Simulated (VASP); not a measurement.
# CuI (Marshite) (F-43m) in VASP: notebook

Runs on CuI (Marshite). Level: LDA. Tasks: single point.

Everything below comes from runs of VASP 6.6.1. Logs are shortened: lines on timing, memory, paths and dates and some standing lists are left out, and cuts for length are marked.

### 1 The cell of the first run

The structure is cubic, space group F-43m (No. 216). The conventional cell has a = 5.539 Å, b = 5.539 Å, c = 5.539 Å, α = 90.00°, β = 90.00°, γ = 90.00°. Within 3.2 Å of Cu (site symmetry -43m) lie 4 I at 2.40 Å. Within 3.2 Å of I (site symmetry -43m) lie 4 Cu at 2.40 Å.

### 2 Single point, LDA

INCAR reads:

```
  PREC = Accurate
  ENCUT = 600
  EDIFF = 1E-6
  ISMEAR = 0
  SIGMA = 0.01
  LREAL = False
  LASPH = True
  NELM = 120
  ALGO = Normal
  ISIF = 2
  LWAVE = False
  LCHARG = False
  NBANDS = 16
  GGA_COMPAT = False
```

KPOINTS reads:

```
regular mesh
0
Gamma
  6 6 6
```

POSCAR reads:

```
CuI
1.0
    0.0000000000      2.7695229063      2.7695229063
    2.7695229063      0.0000000000      2.7695229063
    2.7695229063      2.7695229063      0.0000000000
Cu I
1 1
Direct
    0.7500000000      0.7500000000      0.7500000000
    0.0000000000      0.0000000000      0.0000000000
```

Potentials or basis: VASP PAW LDA potentials, release 64 (Cu, I).

On the command line:

```
> cat potpaw_LDA.64/Cu/POTCAR potpaw_LDA.64/I/POTCAR > POTCAR
> mpirun -np 1 vasp_std > vasp.out
```

OUTCAR:

```text
PREC = Accurate
   ENCUT = 600
   EDIFF = 1E-6
   ISMEAR = 0
   LREAL = False
   LASPH = True
   NELM = 120
   ISIF = 2

 ion  position               nearest neighbor table
   1  0.750  0.750  0.750-   2 2.40   2 2.40   2 2.40   2 2.40
   2  0.000  0.000  0.000-   1 2.40   1 2.40   1 2.40   1 2.40

  LATTYP: Found a face centered cubic cell.
 ALAT       =     5.5390458126

  Lattice vectors:

 A1 = (   0.0000000000,   2.7695229063,   2.7695229063)
 A2 = (   2.7695229063,   0.0000000000,   2.7695229063)
 A3 = (   2.7695229063,   2.7695229063,   0.0000000000)

Analysis of symmetry for initial positions (statically):
=====================================================================
 Subroutine PRICEL returns:
 Original cell was already a primitive cell.

 Routine SETGRP: Setting up the symmetry group for a
 face centered cubic supercell.

 Subroutine GETGRP returns: Found 24 space group operations
 (whereof 24 operations were pure point group operations)
 out of a pool of 48 trial point group operations.

The static configuration has the point symmetry T_d .

Analysis of symmetry for dynamics (positions and initial velocities):
=====================================================================
 Subroutine PRICEL returns:
 Original cell was already a primitive cell.

 Routine SETGRP: Setting up the symmetry group for a
 face centered cubic supercell.

 Subroutine GETGRP returns: Found 24 space group operations
 (whereof 24 operations were pure point group operations)
 out of a pool of 48 trial point group operations.

The dynamic configuration has the point symmetry T_d .

 Subroutine INISYM returns: Found 24 space group operations
 (whereof 24 operations are pure point group operations),
 and found     1 'primitive' translations

----------------------------------------------------------------------------------------

                                     Primitive cell

  volume of cell :      42.4859

  direct lattice vectors                    reciprocal lattice vectors
     0.000000000  2.769522906  2.769522906    -0.180536510  0.180536510  0.180536510
     2.769522906  0.000000000  2.769522906     0.180536510 -0.180536510  0.180536510
     2.769522906  2.769522906  0.000000000     0.180536510  0.180536510 -0.180536510

  length of vectors
     3.916696855  3.916696855  3.916696855     0.312698408  0.312698408  0.312698408

  position of ions in fractional coordinates (direct lattice)
[... 68 lines left out ...]
   ENCUT  =  600.0 eV  44.10 Ry    6.64 a.u.   7.82  7.82  7.82*2*pi/ulx,y,z
   NELM   =    120;   NELMIN=  2; NELMDL= -5     # of ELM steps
   EDIFF  = 0.1E-05   stopping-criterion for ELM
   LREAL  =      F    real-space projection
   EDIFFG = 0.1E-04   stopping-criterion for IOM
   NSW    =      0    number of steps for IOM
   IBRION =     -1    ionic relax: 0-MD 1-quasi-New 2-CG
   NFREE  =      0    steps in history (QN), initial steepest desc. (CG)
   ISIF   =      2    stress and relaxation
   ISYM   =      2    0-nonsym 1-usesym 2-fastsym
   POTIM  = 0.5000    time-step for ionic-motion
   TEBEG  =    0.0;   TEEND  =   0.0 temperature during run
   PSTRESS=    0.0 pullay stress
   NELECT =      18.0000    total number of electrons
   NUPDOWN=      -1.0000    fix difference up-down
   EMIN   =  10.00;   EMAX   =-10.00  energy-range for DOS
   EFERMI =   0.00;   METHOD = LEGACY
   ISMEAR =     0;   SIGMA  =   0.01  broadening in eV -4-tet -1-fermi 0-gaus
   EFERMI_NEDOS =   21; number of points for ismear=-14 and -15
   IALGO  =     38    algorithm
   IMIX   =      4    mixing-type and parameters
     AMIX     =   0.40;   BMIX     =  1.00
     AMIX_MAG =   1.60;   BMIX_MAG =  1.00
  volume/ion in A,a.u.               =      21.24       143.35
  Fermi-wavevector in a.u.,A,eV,Ry     =   1.229563  2.323537 20.569623  1.511825
  Thomas-Fermi vector in A             =   2.364445
   LORBIT       =      0    0 simple, 1 ext, 2 COOP (PROOUT), +10 PAW based schemes
   GGA     = CA    functional components
   LHFCALC =     F    Hartree Fock is set to
   AEXX    =    0.0000 exact exchange contribution
   IVDW    =     0    specifies the selected vdW correction
   LEPSILON=     F    determine dielectric tensor
   LRPA    =     F    only Hartree local field effects (RPA)
 non-spin polarized calculation
 Gauss-broadening in eV      SIGMA  =   0.01
  energy-cutoff  :      600.00
  volume of cell :       42.49
 maximum number of plane-waves:      1435
   NGX = 15   NGY = 15   NGZ = 15

 number of electron      17.9999990 magnetization

 Free energy of the ion-electron system (eV)
  ---------------------------------------------------
  ext. energy  EPLUGINS =         0.00000000
  ---------------------------------------------------
  free energy    TOTEN  =        -6.67540348 eV

  energy without entropy =       -6.67540348  energy(sigma->0) =       -6.67540348

 E-fermi :   7.7137     XC(G=0): -10.5614

 val. band max:        7.6581834886   @ k =   0.0000   0.0000   0.0000
 cond. band min:       9.5335872197   @ k =   0.0000   0.0000   0.0000
 fundamental gap:      1.8754037312
 Fermi energy:         7.7136933860

 k-point     1 :       0.0000    0.0000    0.0000
  band No.  band energies     occupation
      1      -8.1202      2.00000
      2       2.4635      2.00000
      3       2.4635      2.00000
      4       2.4635      2.00000
      5       4.2842      2.00000
      6       4.2842      2.00000
[... 281 lines left out ...]
      3       1.8280      2.00000
      4       2.5277      2.00000
      5       4.1330      2.00000
      6       4.2266      2.00000
[... 8 lines left out ...]
     15      20.4575      0.00000
     16      20.9034      0.00000

------------------------ aborting loop because EDIFF is reached ----------------------------------------

  FORCE on cell =-STRESS in cart. coord.  units (eV):
  Direction    XX          YY          ZZ          XY          YZ          ZX
  --------------------------------------------------------------------------------------
  -------------------------------------------------------------------------------------
  Total        4.0823533      4.0823533      4.0823533     -0.0000000      0.0000000     -0.0000000
  in kB      153.9487921    153.9487921    153.9487921     -0.0000000      0.0000000     -0.0000000
  external PRESSURE =     153.9487921 kB  Pullay stress =       0.0000000 kB

 VOLUME and BASIS-vectors are now :
 -----------------------------------------------------------------------------
  energy-cutoff  :      600.00
  volume of cell :       42.49
      direct lattice vectors                 reciprocal lattice vectors
     0.000000000  2.769522906  2.769522906    -0.180536510  0.180536510  0.180536510
     2.769522906  0.000000000  2.769522906     0.180536510 -0.180536510  0.180536510
     2.769522906  2.769522906  0.000000000     0.180536510  0.180536510 -0.180536510

 POSITION                                       TOTAL-FORCE (eV/Angst)
 -----------------------------------------------------------------------------------
      4.15428      4.15428      4.15428        -0.000000     -0.000000     -0.000000
      0.00000      0.00000      0.00000         0.000000      0.000000      0.000000
 -----------------------------------------------------------------------------------
    total drift:                                0.000000      0.000000      0.000001

  FREE ENERGIE OF THE ION-ELECTRON SYSTEM (eV)
  ---------------------------------------------------
  free  energy   TOTEN  =        -6.6754034789 eV

  energy  without entropy=       -6.6754034789  energy(sigma->0) =       -6.67540348
```

stdout:

```text
POSCAR found type information on POSCAR CuI
 POSCAR found :  2 types and       2 ions
 scaLAPACK will be used
 LDA part: xc-table for (Slater(with rela. corr.)+CA(PZ))
 , standard interpolation
 POSCAR, INCAR and KPOINTS ok, starting setup
 FFT: planning ... GRIDC
 FFT: planning ... GRID_SOFT
 FFT: planning ... GRID
 WAVECAR not read
 entering main loop
```

It took 8.2 s on 1 thread of Intel Xeon 6975P-C (Granite Rapids), shared host; peak memory 0.15 GiB.

Results:

| Quantity | Value |
| --- | --- |
| Free energy | -6.6754 eV |
| Pressure | 15.4 GPa |
| Band gap on the k mesh | 1.88 eV, direct |

Caveat: spin-orbit coupling is left out, which moves the levels of the heavy elements. A k mesh can miss the band edges.

### 3 Single point, LDA

This run uses another cell than the first one, of 22.88 Å³/atom, 1.077 times its volume.

INCAR reads:

```
  PREC = Accurate
  ENCUT = 600
  EDIFF = 1E-6
  ISMEAR = 0
  SIGMA = 0.01
  LREAL = F
  LASPH = T
  NELM = 120
  ALGO = Normal
  ISIF = 2
  LWAVE = F
  LCHARG = F
  GGA = CA
  NBANDS = 16
  GGA_COMPAT = F
```

KPOINTS is that of step 2.

POSCAR reads:

```
CuI
1.0
    0.0000000000      2.8389844008      2.8389844008
    2.8389844008      0.0000000000      2.8389844008
    2.8389844008      2.8389844008      0.0000000000
Cu I
1 1
Direct
    0.7500000000      0.7500000000      0.7500000000
    0.0000000000      0.0000000000      0.0000000000
```

Potentials or basis: VASP PAW LDA potentials, release 64 (Cu, I).

On the command line:

```
> cat potpaw_LDA.64/Cu/POTCAR potpaw_LDA.64/I/POTCAR > POTCAR
> mpirun -np 1 vasp_std > vasp.out
```

It took 8.4 s on 1 thread of Intel Xeon 6975P-C (Granite Rapids), shared host; peak memory 0.16 GiB.

Results (log left out):

| Property | Result |
| --- | --- |
| Free energy | -6.8974 eV |
| Pressure | 7.4 GPa |
| Band gap on the k mesh | 1.60 eV, direct |

Levels at points of the mesh, in eV from the valence-band top:
```csv
k point,band 6,band 7,band 8,band 9,band 10,band 11,band 12,band 13
"(0.00, 0.00, 0.00)",-2.90,0.00,0.00,0.00,1.60,4.61,4.61,4.61
"(0.50, 0.00, 0.00)",-2.87,-2.80,-1.09,-1.09,2.23,5.22,5.22,7.36
"(0.50, 0.50, 0.00)",-2.79,-2.79,-2.37,-2.37,2.19,2.64,10.57,10.76
```

Caveat: spin-orbit coupling is left out, which moves the levels of the heavy elements. LDA gaps usually lie below the measured ones, often by a third to a half.

### 4 Single point, LDA

This run uses another cell than the first one, of 22.19 Å³/atom, 1.045 times its volume.

INCAR is that of step 3.

KPOINTS is that of step 3.

POSCAR reads:

```
CuI
1.0
    0.0000000000      2.8100635219      2.8100635219
    2.8100635219      0.0000000000      2.8100635219
    2.8100635219      2.8100635219      0.0000000000
Cu I
1 1
Direct
    0.7500000000      0.7500000000      0.7500000000
    0.0000000000      0.0000000000      0.0000000000
```

On the command line:

```
> cat potpaw_LDA.64/Cu/POTCAR potpaw_LDA.64/I/POTCAR > POTCAR
> mpirun -np 1 vasp_std > vasp.out
```

Run time: 8 s. Hardware: 1 thread of Intel Xeon 6975P-C (Granite Rapids), shared host; peak memory 0.15 GiB.

It converged, with:

```
Free energy            : -6.8232 eV
Pressure               : 10.4 GPa
Band gap on the k mesh : 1.71 eV, direct
```

Levels at points of the mesh, in eV from the valence-band top:
```tsv
k point	band 6	band 7	band 8	band 9	band 10	band 11	band 12	band 13
(0.00, 0.00, 0.00)	-3.09	0.00	0.00	0.00	1.71	4.56	4.56	4.56
(0.50, 0.00, 0.00)	-3.06	-2.99	-1.16	-1.16	2.25	5.19	5.19	7.34
(0.50, 0.50, 0.00)	-2.98	-2.96	-2.53	-2.53	2.11	2.59	10.84	10.94
```

Caveat: spin-orbit coupling is left out, which moves the levels of the heavy elements. A k mesh can miss the band edges.

### 5 Single point, LDA

This run uses another cell than the first one, of 23.72 Å³/atom, 1.116 times its volume.

INCAR reads:

```
SYSTEM = CuI
PREC = Accurate
ENCUT = 600
EDIFF = 1E-6
ISMEAR = 0
SIGMA = 0.01
LREAL = .False.
LASPH = .True.
NELM = 120
ALGO = Normal
ISIF = 2
LWAVE = .False.
LCHARG = .True.
GGA = CA
LELF = .True.
LVHAR = .True.
NBANDS = 16
GGA_COMPAT = .False.
```

KPOINTS reads:

```
regular mesh
0
Gamma
  6 6 6
  0 0 0
```

POSCAR reads:

```
CuI
1.0
    0.0000000000      2.8730603901      2.8730603901
    2.8730603901      0.0000000000      2.8730603901
    2.8730603901      2.8730603901      0.0000000000
Cu I
1 1
Direct
    0.7500000000      0.7500000000      0.7500000000
    0.0000000000      0.0000000000      0.0000000000
```

On the command line:

```
> cat potpaw_LDA.64/Cu/POTCAR potpaw_LDA.64/I/POTCAR > POTCAR
> mpirun -np 1 vasp_std > vasp.out
```

It took 9.2 s on 1 thread of Intel Xeon 6975P-C (Granite Rapids), shared host; peak memory 0.16 GiB.

The run converged. Its results:

- Free energy: -6.9556 eV
- Pressure: 4.1 GPa
- Band gap on the k mesh: 1.48 eV, direct

Levels at points of the mesh, in eV from the valence-band top:
| k point | band 7 | band 8 | band 9 | band 10 | band 11 | band 12 |
| --- | --- | --- | --- | --- | --- | --- |
| (0.00, 0.00, 0.00) | 0.00 | 0.00 | 0.00 | 1.48 | 4.67 | 4.67 |
| (0.50, 0.00, 0.00) | -2.60 | -1.01 | -1.01 | 2.20 | 5.26 | 5.26 |
| (0.50, 0.50, 0.00) | -2.59 | -2.20 | -2.20 | 2.27 | 2.70 | 10.27 |

Caveat: spin-orbit coupling is left out, which moves the levels of the heavy elements.

### 6 Summary

```tsv
cell	gap on the mesh (eV)	pressure (GPa)
a = 3.917 Å, angles 60.0°, 2 atoms	1.88	15.4
a = 4.015 Å, angles 60.0°, 2 atoms	1.60	7.4
a = 3.974 Å, angles 60.0°, 2 atoms	1.71	10.4
a = 4.063 Å, angles 60.0°, 2 atoms	1.48	4.1
```

Alike in all rows: task single point; level LDA; potentials or basis VASP PAW LDA potentials, release 64 (Cu, I); no spin polarisation; k mesh 6 × 6 × 6; cutoff (eV) 600; smearing gaussian 0.01 eV.

Caveats: spin-orbit coupling is left out, which moves the levels of the heavy elements.

Absolute energies hang on the potentials; compare differences alone.
